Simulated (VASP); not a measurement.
Crystal: H.

```xyz
4
Lattice="2.6235 -2.5669 0.0000 2.6235 2.5669 0.0000 0.0000 0.0000 4.1418" Properties=species:S:1:pos:R:3 pbc="T T T"
H     2.6235   -2.3271    0.2838
H     2.6235    0.2398    1.7872
H     2.6235   -0.2398    2.3547
H     2.6235    2.3271    3.8581
```

Base run:

- Program: VASP 6.6.1
- Functional: PBE
- Potentials or basis: VASP PAW PBE potentials, release 64 (H)
- Cutoff: 520 eV
- k mesh: 6 × 6 × 6
- Occupations: gaussian, width 0.02 eV
- Spin: no spin polarisation

Its results: band gap on the k mesh 9.27 eV, indirect (least direct gap 9.88 eV); pressure 0.3 GPa; largest force 0.258 eV/Å.

Problem. The run is repeated on the same cell with these changes: functional from PBE to PBEsol; further incar settings from ALGO = Normal; EDIFF = 1e-06; NBANDS = 10 to ALGO = Normal; EDIFF = 1e-07; NBANDS = 10. What comes out?

Solution. Band gap on the k mesh 9.14 eV, indirect (least direct gap 9.76 eV); pressure 0.7 GPa; largest force 0.574 eV/Å.

Caveats: the PAW data sets were made with another functional, which shifts forces and pressure a little (some runs).

A k mesh can miss the band edges.
